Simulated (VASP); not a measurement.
# Li (Fm-3m) in VASP: elastic constants with PBEsol

Aim: the elastic constants of Li with PBEsol.

Program: VASP 6.6.1. These are calculated values, not measurements. Logs are shortened: lines on timing, memory, paths and dates and some standing lists are left out, and cuts for length are marked.

### 1 The cell of the first run

Symmetry: Fm-3m, No. 225, cubic system. The conventional cell has a = 4.320 Å, b = 4.320 Å, c = 4.320 Å, α = 90.00°, β = 90.00°, γ = 90.00°. Within 4.0 Å of Li (site symmetry m-3m) lie 12 Li at 3.05 Å.

This isn't the form of Li at room conditions, which is bcc.

### 2 Elastic constants, PBEsol

File INCAR:

```
SYSTEM = Li
  PREC = Accurate
  ENCUT = 600
  EDIFF = 1E-8
  ISMEAR = -1
  SIGMA = 0.05
  LREAL = .FALSE.
  LASPH = .TRUE.
  NELM = 100
  ALGO = Normal
  ISIF = 3
  LWAVE = .FALSE.
  LCHARG = .FALSE.
  GGA = PS
  NBANDS = 8
  IBRION = 6
  NFREE = 2
  POTIM = 0.015
  NSW = 1
```

File KPOINTS:

```
Automatic mesh
0
G
  24 24 24
  0 0 0
```

File POSCAR:

```
Li
1.0
    0.0000000000      2.1597617267      2.1597617267
    2.1597617267      0.0000000000      2.1597617267
    2.1597617267      2.1597617267      0.0000000000
Li
1
Direct
    0.0000000000      0.0000000000      0.0000000000
```

Potentials or basis: VASP PAW PBE potentials, release 64 (Li_sv).

Started as:

```sh
> cat potpaw_PBE.64/Li_sv/POTCAR > POTCAR
> mpirun -np 1 vasp_std > vasp.out
```

OUTCAR:

```text
SYSTEM = Li
   PREC = Accurate
   ENCUT = 600
   EDIFF = 1E-8
   ISMEAR = -1
   LREAL = .FALSE.
   LASPH = .TRUE.
   NELM = 100
   ISIF = 3
   GGA = PS
   IBRION = 6
   NFREE = 2
   POTIM = 0.015
   NSW = 1

 ion  position               nearest neighbor table
   1  0.000  0.000  0.000-

  LATTYP: Found a face centered cubic cell.
 ALAT       =     4.3195234534

  Lattice vectors:

 A1 = (   0.0000000000,   2.1597617267,   2.1597617267)
 A2 = (   2.1597617267,   0.0000000000,   2.1597617267)
 A3 = (   2.1597617267,   2.1597617267,   0.0000000000)

Analysis of symmetry for initial positions (statically):
=====================================================================
 Subroutine PRICEL returns:
 Original cell was already a primitive cell.

 Routine SETGRP: Setting up the symmetry group for a
 face centered cubic supercell.

 Subroutine GETGRP returns: Found 48 space group operations
 (whereof 48 operations were pure point group operations)
 out of a pool of 48 trial point group operations.

The static configuration has the point symmetry O_h .

Analysis of symmetry for dynamics (positions and initial velocities):
=====================================================================
 Subroutine PRICEL returns:
 Original cell was already a primitive cell.

 Routine SETGRP: Setting up the symmetry group for a
 face centered cubic supercell.

 Subroutine GETGRP returns: Found 48 space group operations
 (whereof 48 operations were pure point group operations)
 out of a pool of 48 trial point group operations.

The dynamic configuration has the point symmetry O_h .

 Subroutine INISYM returns: Found 48 space group operations
 (whereof 48 operations are pure point group operations),
 and found     1 'primitive' translations

----------------------------------------------------------------------------------------

                                     Primitive cell

  volume of cell :      20.1487

  direct lattice vectors                    reciprocal lattice vectors
     0.000000000  2.159761727  2.159761727    -0.231507019  0.231507019  0.231507019
     2.159761727  0.000000000  2.159761727     0.231507019 -0.231507019  0.231507019
     2.159761727  2.159761727  0.000000000     0.231507019  0.231507019 -0.231507019

  length of vectors
     3.054364325  3.054364325  3.054364325     0.400981920  0.400981920  0.400981920

  position of ions in fractional coordinates (direct lattice)
     0.000000000  0.000000000  0.000000000

  ion indices of the primitive-cell ions
   primitive index   ion index
                 1           1

----------------------------------------------------------------------------------------

 KPOINTS: Automatic mesh

Automatic generation of k-mesh.
 Grid dimensions read from file:
 generate k-points for:   24   24   24

 Generating k-lattice:

  Cartesian coordinates                     Fractional coordinates (reciprocal lattice)
    -0.009646126  0.009646126  0.009646126     0.041666667  0.000000000  0.000000000
     0.009646126 -0.009646126  0.009646126     0.000000000  0.041666667  0.000000000
     0.009646126  0.009646126 -0.009646126     0.000000000  0.000000000  0.041666667

  Length of vectors
     0.016707580  0.016707580  0.016707580
[... 93 lines left out ...]

 number of electron       2.9999995 magnetization

 Free energy of the ion-electron system (eV)
  ---------------------------------------------------
  ext. energy  EPLUGINS =         0.00000000
  ---------------------------------------------------
  free energy    TOTEN  =        -1.96969162 eV

  energy without entropy =       -1.96525923  energy(sigma->0) =       -1.96747543

------------------------ aborting loop because EDIFF is reached ----------------------------------------

  FORCE on cell =-STRESS in cart. coord.  units (eV):
  Direction    XX          YY          ZZ          XY          YZ          ZX
  --------------------------------------------------------------------------------------
  -------------------------------------------------------------------------------------
  Total       -0.0113737     -0.0113737     -0.0113737      0.0000000     -0.0000000     -0.0000000
  in kB       -0.9044057     -0.9044057     -0.9044057      0.0000000     -0.0000000     -0.0000000
  external PRESSURE =      -0.9044057 kB  Pullay stress =       0.0000000 kB
[... 86 lines left out ...]
  FREE ENERGIE OF THE ION-ELECTRON SYSTEM (eV)
  ---------------------------------------------------
  free  energy   TOTEN  =        -1.9696641450 eV

  energy  without entropy=       -1.9652938816  energy(sigma->0) =       -1.96747901

[... ionic steps 4 to 12 ...]

--------------------------------------- Ionic step       13  -------------------------------------------

 number of electron       2.9999995 magnetization

------------------------ aborting loop because EDIFF is reached ----------------------------------------
[... 65 lines left out ...]
--------------------------------------- Ionic step       15  -------------------------------------------

 number of electron       2.9999996 magnetization

 Free energy of the ion-electron system (eV)
  ---------------------------------------------------
  ext. energy  EPLUGINS =         0.00000000
  ---------------------------------------------------
  free energy    TOTEN  =        -1.96969418 eV

  energy without entropy =       -1.96526180  energy(sigma->0) =       -1.96747799

 E-fermi :   0.6476     XC(G=0):  -7.0329

 val. band max:        0.6371191216   @ k =   0.5000   0.0417   0.0000
 cond. band min:       0.6479699193   @ k =  -0.3333   0.2083   0.0000
 fundamental gap:      0.0108507976
 Fermi energy:         0.6475910408

 k-point     1 :       0.0000    0.0000    0.0000
  band No.  band energies     occupation
      1     -45.2550      2.00000
      2      -2.9206      2.00000
      3      15.0765      0.00000
      4      15.0765      0.00000
      5      15.0765      0.00000
      6      18.9304      0.00000
      7      18.9305      0.00000
      8      18.9305      0.00000
[... 243 lines left out ...]
 k-point    24 :       0.4583    0.0417    0.0000
  band No.  band energies     occupation
      1     -45.2361      2.00000
      2       0.3514      1.99467
      3       4.0461      0.00000
      4      13.0463      0.00000
      5      13.3442      0.00000
      6      16.4288      0.00000
      7      17.7771      0.00000
      8      18.9969      0.00000

 [... further k-points ...]

------------------------ aborting loop because EDIFF is reached ----------------------------------------

  FORCE on cell =-STRESS in cart. coord.  units (eV):
  Direction    XX          YY          ZZ          XY          YZ          ZX
  --------------------------------------------------------------------------------------
  -------------------------------------------------------------------------------------
  Total       -0.0114265     -0.0114265     -0.0114265      0.0000000      0.0000000      0.0000000
  in kB       -0.9086083     -0.9086083     -0.9086083      0.0000000      0.0000000      0.0000000
  external PRESSURE =      -0.9086083 kB  Pullay stress =       0.0000000 kB
[... 16 lines left out ...]
  FREE ENERGIE OF THE ION-ELECTRON SYSTEM (eV)
  ---------------------------------------------------
  free  energy   TOTEN  =        -1.9696941848 eV

  energy  without entropy=       -1.9652618034  energy(sigma->0) =       -1.96747799

 INTERNAL STRAIN TENSORS FROM STRAINED CELLS
 ============================================

 INTERNAL STRAIN TENSOR FOR ION    1 for displacements in x,y,z  (eV/Angst):
          X           Y           Z          XY          YZ          ZX
  --------------------------------------------------------------------------------
  x    -0.00000     0.00000     0.00000    -0.00000     0.00000     0.00000
  y    -0.00000    -0.00000    -0.00000    -0.00000     0.00000     0.00000
  z     0.00000    -0.00000    -0.00000    -0.00000     0.00000     0.00000

 INTERNAL STRAIN TENSORS FROM DISPLACED ATOMS
 ============================================

 INTERNAL STRAIN TENSOR FOR ION    1 for displacements in x,y,z  (eV/Angst):
          X           Y           Z          XY          YZ          ZX
  --------------------------------------------------------------------------------
  x     0.00000     0.00000     0.00000     0.00000     0.00000     0.00000
  y     0.00000     0.00000     0.00000     0.00000     0.00000     0.00000
  z     0.00000     0.00000     0.00000     0.00000     0.00000     0.00000

 Eigenvectors and eigenvalues of the dynamical matrix
 ----------------------------------------------------

   1 f  =    0.000000 THz     0.000000 2PiTHz    0.000000 cm-1     0.000000 meV
             X         Y         Z           dx          dy          dz
      0.000000  0.000000  0.000000     0.707107   -0.707107    0.000000

   2 f  =    0.000000 THz     0.000000 2PiTHz    0.000000 cm-1     0.000000 meV
             X         Y         Z           dx          dy          dz
      0.000000  0.000000  0.000000    -0.707107   -0.707107    0.000000

   3 f  =    0.000000 THz     0.000000 2PiTHz    0.000000 cm-1     0.000000 meV
             X         Y         Z           dx          dy          dz
      0.000000  0.000000  0.000000     0.000000    0.000000    1.000000

--------------------------------------------------------------------------------------------------------

 ELASTIC MODULI CONTR FROM IONIC RELAXATION (kBar)
 Direction    XX          YY          ZZ          XY          YZ          ZX
 --------------------------------------------------------------------------------
 XX           0.0000      0.0000      0.0000      0.0000      0.0000      0.0000
 YY           0.0000      0.0000      0.0000      0.0000      0.0000      0.0000
 ZZ           0.0000      0.0000      0.0000      0.0000      0.0000      0.0000
 XY           0.0000      0.0000      0.0000      0.0000      0.0000      0.0000
 YZ           0.0000      0.0000      0.0000      0.0000      0.0000      0.0000
 ZX           0.0000      0.0000      0.0000      0.0000      0.0000      0.0000
 --------------------------------------------------------------------------------

 TOTAL ELASTIC MODULI (kBar)
 Direction    XX          YY          ZZ          XY          YZ          ZX
 --------------------------------------------------------------------------------
 XX         141.4371    124.0805    124.0805     -0.0000     -0.0000     -0.0000
 YY         124.0805    141.4371    124.0805     -0.0000      0.0000     -0.0000
 ZZ         124.0805    124.0805    141.4371      0.0000     -0.0000     -0.0000
 XY          -0.0000     -0.0000      0.0000     84.7573      0.0000      0.0000
 YZ          -0.0000      0.0000     -0.0000      0.0000     84.7573      0.0000
 ZX          -0.0000     -0.0000     -0.0000      0.0000      0.0000     84.7573
 --------------------------------------------------------------------------------
```

It took 17 min on 1 thread of Intel Xeon Platinum 8559C (Emerald Rapids), shared host; peak memory 0.99 GiB.

What came out:

| Item | Value |
| --- | --- |
| Elastic constants C11, C12, C44 | 14, 12, 8 GPa |
| Voigt bulk modulus | 13 GPa |

Elastic tensor in Voigt notation (GPa, in the Cartesian axes of the cell as first typed):
```
14 12 12  0  0  0
12 14 12  0  0  0
12 12 14  0  0  0
 0  0  0  8  0  0
 0  0  0  0  8  0
 0  0  0  0  0  8
```

Clamped-ion elastic tensor (GPa):
```
14 12 12  0  0  0
12 14 12  0  0  0
12 12 14  0  0  0
 0  0  0  8  0  0
 0  0  0  0  8  0
 0  0  0  0  0  8
```

Caveat: the cutoff is under 1.25 times the usual one of these potentials, so pressure, stress and relaxed cells hold a basis-set (Pulay) error; the PAW data sets were made with another functional, which shifts forces and pressure a little.
